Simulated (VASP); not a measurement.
# Sc2Re (P6/mmm) in VASP: a series of runs

The runs below take Sc2Re through single point, relaxation of cell and atoms, with PBE.

All numbers are computed with VASP 6.6.1; they aren't measurements. Logs are shortened: lines on timing, memory, paths and dates and some standing lists are left out, and cuts for length are marked.

### Step 1. The cell of the first run

It takes space group P6/mmm (No. 191, hexagonal). Conventional cell: a = 4.599 Å, b = 4.599 Å, c = 2.924 Å, α = 90.00°, β = 90.00°, γ = 120.00°. Sc (site symmetry -6m2) has 5 Sc at 2.66 to 2.92 Å and 6 Re at 3.03 Å within 3.5 Å. Re (site symmetry 6/mmm) has 2 Re at 2.92 Å and 12 Sc at 3.03 Å within 3.9 Å.

### Step 2. Single point, PBE

INCAR reads:

```
SYSTEM = Sc2Re
PREC = Accurate ; ENCUT = 520
EDIFF = 1E-6 ; ISMEAR = 0
SIGMA = 0.1 ; LREAL = .FALSE.
LASPH = .TRUE. ; NELM = 100
ALGO = Normal ; ISIF = 2
LWAVE = .FALSE. ; LCHARG = .TRUE.
GGA = PE ; LELF = .TRUE.
LVHAR = .TRUE. ; NBANDS = 22
```

KPOINTS reads:

```
Automatic mesh
0
G
  6 6 6
  0 0 0
```

POSCAR reads:

```
Sc2Re
1.0
    4.5993212737      0.0000000000      0.0000000000
   -2.2996606369      3.9831290633      0.0000000000
    0.0000000000      0.0000000000      2.9237450722
Sc Re
2 1
Direct
    0.3333333333      0.6666666667      0.5000000000
    0.6666666667      0.3333333333      0.5000000000
    0.0000000000      0.0000000000      0.0000000000
```

Potentials or basis: VASP PAW PBE potentials, release 64 (Sc_sv, Re).

On the command line:

```bash
> cat potpaw_PBE.64/Sc_sv/POTCAR potpaw_PBE.64/Re/POTCAR > POTCAR
> mpirun -np 1 vasp_std > vasp.out
```

OUTCAR:

```text
SYSTEM = Sc2Re
   PREC = Accurate
   ENCUT = 520
   EDIFF = 1E-6
   ISMEAR = 0
   LREAL = .FALSE.
   LASPH = .TRUE.
   NELM = 100
   ISIF = 2
   GGA = PE

 ion  position               nearest neighbor table
   1  0.333  0.667  0.500-   2 2.66   2 2.66   2 2.66   3 3.03   3 3.03   3 3.03   3 3.03   3 3.03
                             3 3.03
   2  0.667  0.333  0.500-   1 2.66   1 2.66   1 2.66   3 3.03   3 3.03   3 3.03   3 3.03   3 3.03
                             3 3.03
   3  0.000  0.000  0.000-   1 3.03   2 3.03   1 3.03   2 3.03   2 3.03   2 3.03   1 3.03   1 3.03
                             2 3.03   2 3.03   1 3.03   1 3.03

  LATTYP: Found a hexagonal cell.
 ALAT       =     4.5993212737
 C/A-ratio  =     0.6356905505

  Lattice vectors:

 A1 = (   4.5993212737,   0.0000000000,   0.0000000000)
 A2 = (  -2.2996606369,   3.9831290633,   0.0000000000)
 A3 = (   0.0000000000,   0.0000000000,   2.9237450722)

Analysis of symmetry for initial positions (statically):
=====================================================================
 Subroutine PRICEL returns:
 Original cell was already a primitive cell.

 Routine SETGRP: Setting up the symmetry group for a
 hexagonal supercell.

 Subroutine GETGRP returns: Found 24 space group operations
 (whereof 24 operations were pure point group operations)
 out of a pool of 24 trial point group operations.

The static configuration has the point symmetry D_6h.

Analysis of symmetry for dynamics (positions and initial velocities):
=====================================================================
 Subroutine PRICEL returns:
 Original cell was already a primitive cell.

 Routine SETGRP: Setting up the symmetry group for a
 hexagonal supercell.

 Subroutine GETGRP returns: Found 24 space group operations
 (whereof 24 operations were pure point group operations)
 out of a pool of 24 trial point group operations.

The dynamic configuration has the point symmetry D_6h.

 Subroutine INISYM returns: Found 24 space group operations
 (whereof 24 operations are pure point group operations),
 and found     1 'primitive' translations

----------------------------------------------------------------------------------------

                                     Primitive cell

  volume of cell :      53.5621

  direct lattice vectors                    reciprocal lattice vectors
     4.599321274  0.000000000  0.000000000     0.217423385  0.125529450  0.000000000
    -2.299660637  3.983129063  0.000000000     0.000000000  0.251058900  0.000000000
     0.000000000  0.000000000  2.923745072     0.000000000  0.000000000  0.342027084

  length of vectors
     4.599321274  4.599321274  2.923745072     0.251058900  0.251058900  0.342027084

  position of ions in fractional coordinates (direct lattice)
     0.333333333  0.666666667  0.500000000
     0.666666667  0.333333333  0.500000000
     0.000000000  0.000000000  0.000000000

  ion indices of the primitive-cell ions
   primitive index   ion index
                 1           1
                 2           2
                 3           3

----------------------------------------------------------------------------------------

 KPOINTS: Automatic mesh

Automatic generation of k-mesh.
 Grid dimensions read from file:
 generate k-points for:    6    6    6

 Generating k-lattice:

  Cartesian coordinates                     Fractional coordinates (reciprocal lattice)
     0.036237231  0.020921575  0.000000000     0.166666667 -0.000000000  0.000000000
     0.000000000  0.041843150  0.000000000     0.000000000  0.166666667  0.000000000
     0.000000000  0.000000000  0.057004514     0.000000000  0.000000000  0.166666667

  Length of vectors
     0.041843150  0.041843150  0.057004514

  Shift w.r.t. Gamma in fractional coordinates (k-lattice)
     0.000000000  0.000000000  0.000000000

 Subroutine IBZKPT returns following result:
 ===========================================

 Found     28 irreducible k-points:

 Following reciprocal coordinates:
            Coordinates               Weight
  0.000000  0.000000  0.000000      1.000000
  0.166667  0.000000  0.000000      6.000000
  0.333333  0.000000  0.000000      6.000000
  0.500000  0.000000  0.000000      3.000000
  0.166667  0.166667  0.000000      6.000000
  0.333333  0.166667  0.000000     12.000000
[... 16 lines left out ...]
  0.166667  0.000000  0.500000      6.000000
  0.333333  0.000000  0.500000      6.000000
 [... further k-points ...]
   k-points           NKPTS =     28   k-points in BZ     NKDIM =     28   number of bands    NBANDS=     22
   number of dos      NEDOS =    301   number of ions     NIONS =      3
   total plane-waves  NPLWV =  31104
   dimension x,y,z NGX =    36 NGY =   36 NGZ =   24
   dimension x,y,z NGXF=    72 NGYF=   72 NGZF=   48
   ions per type =               2   1
   NGX,Y,Z   is equivalent  to a cutoff of  13.01, 13.01, 13.65 a.u.
   NGXF,Y,Z  is equivalent  to a cutoff of  26.02, 26.02, 27.29 a.u.
 SYSTEM =  Sc2Re
   PREC   = accura    normal or accurate (medium, high low for compatibility)
   ISTART =      0    job   : 0-new  1-cont  2-samecut
   ICHARG =      2    charge: 1-file 2-atom 10-const
   ISPIN  =      1    spin polarized calculation?
   LNONCOLLINEAR =      F non collinear calculations
   LSORBIT =      F    spin-orbit coupling
   LASPH  =      T    aspherical Exc in radial PAW
   ENCUT  =  520.0 eV  38.22 Ry    6.18 a.u.   8.55  8.55  5.44*2*pi/ulx,y,z
   NELM   =    100;   NELMIN=  2; NELMDL= -5     # of ELM steps
   EDIFF  = 0.1E-05   stopping-criterion for ELM
   LREAL  =      F    real-space projection
   EDIFFG = 0.1E-04   stopping-criterion for IOM
   NSW    =      0    number of steps for IOM
   IBRION =     -1    ionic relax: 0-MD 1-quasi-New 2-CG
   NFREE  =      0    steps in history (QN), initial steepest desc. (CG)
   ISIF   =      2    stress and relaxation
   ISYM   =      2    0-nonsym 1-usesym 2-fastsym
   POTIM  = 0.5000    time-step for ionic-motion
   TEBEG  =    0.0;   TEEND  =   0.0 temperature during run
   PSTRESS=    0.0 pullay stress
   NELECT =      29.0000    total number of electrons
   NUPDOWN=      -1.0000    fix difference up-down
   EMIN   =  10.00;   EMAX   =-10.00  energy-range for DOS
   EFERMI =   0.00;   METHOD = LEGACY
   ISMEAR =     0;   SIGMA  =   0.10  broadening in eV -4-tet -1-fermi 0-gaus
   EFERMI_NEDOS =   21; number of points for ismear=-14 and -15
   IALGO  =     38    algorithm
   IMIX   =      4    mixing-type and parameters
     AMIX     =   0.40;   BMIX     =  1.00
     AMIX_MAG =   1.60;   BMIX_MAG =  1.00
  volume/ion in A,a.u.               =      17.85       120.48
  Fermi-wavevector in a.u.,A,eV,Ry     =   1.334305  2.521470 24.223384  1.780369
  Thomas-Fermi vector in A             =   2.463096
   LORBIT       =      0    0 simple, 1 ext, 2 COOP (PROOUT), +10 PAW based schemes
   GGA     = PE    functional components
   LHFCALC =     F    Hartree Fock is set to
   AEXX    =    0.0000 exact exchange contribution
   IVDW    =     0    specifies the selected vdW correction
   LEPSILON=     F    determine dielectric tensor
   LRPA    =     F    only Hartree local field effects (RPA)
 non-spin polarized calculation
 Gauss-broadening in eV      SIGMA  =   0.10
  energy-cutoff  :      520.00
  volume of cell :       53.56
 maximum number of plane-waves:      1462
 NGX is ok and might be reduce to    36
   NGX = 17   NGY = 17   NGZ = 11

 number of electron      28.9999995 magnetization

 Free energy of the ion-electron system (eV)
  ---------------------------------------------------
  ext. energy  EPLUGINS =         0.00000000
  ---------------------------------------------------
  free energy    TOTEN  =       -24.41123968 eV

  energy without entropy =      -24.39693934  energy(sigma->0) =      -24.40408951

 E-fermi :   5.7656     XC(G=0): -11.7263

 val. band max:        5.7590506475   @ k =   0.1667   0.0000   0.0000
 cond. band min:       5.7664105102   @ k =   0.3333   0.1667   0.5000
 fundamental gap:      0.0073598627
 Fermi energy:         5.7656046287

 k-point     1 :       0.0000    0.0000    0.0000
  band No.  band energies     occupation
      1     -43.4311      2.00000
      2     -43.1278      2.00000
      3     -22.4250      2.00000
      4     -22.4250      2.00000
      5     -21.7205      2.00000
      6     -21.6004      2.00000
[... 14 lines left out ...]
     21       8.4642      0.00000
     22       8.4642      0.00000

 k-point     2 :       0.1667    0.0000    0.0000
  band No.  band energies     occupation
      1     -43.4133      2.00000
      2     -43.1461      2.00000
      3     -22.4447      2.00000
      4     -22.3861      2.00000
      5     -21.7091      2.00000
      6     -21.6433      2.00000
[... 14 lines left out ...]
     21       8.7042      0.00000
     22       8.7881      0.00000

 k-point     3 :       0.3333    0.0000    0.0000
  band No.  band energies     occupation
      1     -43.3675      2.00000
      2     -43.1930      2.00000
      3     -22.4813      2.00000
      4     -22.2983      2.00000
      5     -21.7381      2.00000
      6     -21.6793      2.00000
[... 14 lines left out ...]
     21       8.9305      0.00000
     22       9.1702      0.00000
[... 476 lines left out ...]
 k-point    23 :       0.1667    0.0000    0.5000
  band No.  band energies     occupation
      1     -43.3365      2.00000
      2     -43.0773      2.00000
      3     -22.3580      2.00000
      4     -22.3256      2.00000
      5     -22.3011      2.00000
      6     -22.0621      2.00000
[... 14 lines left out ...]
     21       9.5650      0.00000
     22      10.1578      0.00000

 k-point    24 :       0.3333    0.0000    0.5000
  band No.  band energies     occupation
      1     -43.2927      2.00000
      2     -43.1228      2.00000
      3     -22.3979      2.00000
      4     -22.2773      2.00000
      5     -22.2137      2.00000
      6     -22.1084      2.00000
[... 14 lines left out ...]
     21       9.8273      0.00000
     22       9.9077      0.00000

 [... further k-points ...]

------------------------ aborting loop because EDIFF is reached ----------------------------------------

  FORCE on cell =-STRESS in cart. coord.  units (eV):
  Direction    XX          YY          ZZ          XY          YZ          ZX
  --------------------------------------------------------------------------------------
  -------------------------------------------------------------------------------------
  Total        2.6799444      2.6799444     -2.6487794     -0.0000000      0.0000000     -0.0000000
  in kB       80.1638818     80.1638818    -79.2316593     -0.0000000      0.0000000     -0.0000000
  external PRESSURE =      27.0320348 kB  Pullay stress =       0.0000000 kB

 VOLUME and BASIS-vectors are now :
 -----------------------------------------------------------------------------
  energy-cutoff  :      520.00
  volume of cell :       53.56
      direct lattice vectors                 reciprocal lattice vectors
     4.599321274  0.000000000  0.000000000     0.217423385  0.125529450  0.000000000
    -2.299660637  3.983129063  0.000000000     0.000000000  0.251058900  0.000000000
     0.000000000  0.000000000  2.923745072     0.000000000  0.000000000  0.342027084

 POSITION                                       TOTAL-FORCE (eV/Angst)
 -----------------------------------------------------------------------------------
     -0.00000      2.65542      1.46187        -0.000000      0.000000     -0.000000
      2.29966      1.32771      1.46187         0.000000     -0.000000      0.000000
      0.00000      0.00000      0.00000        -0.000000      0.000000      0.000000
 -----------------------------------------------------------------------------------
    total drift:                                0.000000      0.000000     -0.000000

  FREE ENERGIE OF THE ION-ELECTRON SYSTEM (eV)
  ---------------------------------------------------
  free  energy   TOTEN  =       -24.4112396752 eV

  energy  without entropy=      -24.3969393373  energy(sigma->0) =      -24.40408951
```

Run time: 24 s. Hardware: 1 thread of AMD EPYC 9R45 (Zen 5), shared host; peak memory 0.16 GiB.

What came out:

```
Free energy            : -24.4112 eV
Pressure               : 2.7 GPa
Band gap on the k mesh : zero (an odd number of electrons rules out a gap without spin polarisation)
```

Levels at points of the mesh, in eV from the Fermi level:
| k point | band 10 | band 11 | band 12 | band 13 | band 14 | band 15 | band 16 | band 17 | band 18 | band 19 |
| --- | --- | --- | --- | --- | --- | --- | --- | --- | --- | --- |
| (0.00, 0.00, 0.00) | -3.25 | -1.56 | -1.56 | -0.26 | -0.26 | 0.78 | 0.78 | 0.78 | 0.84 | 1.87 |
| (0.50, 0.00, 0.00) | -3.28 | -3.09 | -1.57 | -1.08 | 0.10 | 0.32 | 0.39 | 0.87 | 0.96 | 1.55 |
| (0.00, 0.00, 0.50) | -2.88 | -2.80 | -2.73 | -2.73 | -1.97 | 1.73 | 1.73 | 2.20 | 2.20 | 3.28 |
| (0.50, 0.00, 0.50) | -3.13 | -2.48 | -1.43 | -0.65 | -0.50 | -0.47 | -0.36 | 1.46 | 1.61 | 2.88 |

Caveat: spin-orbit coupling is left out, which moves the levels of the heavy elements.

(Part 1 of 2 ends here.)
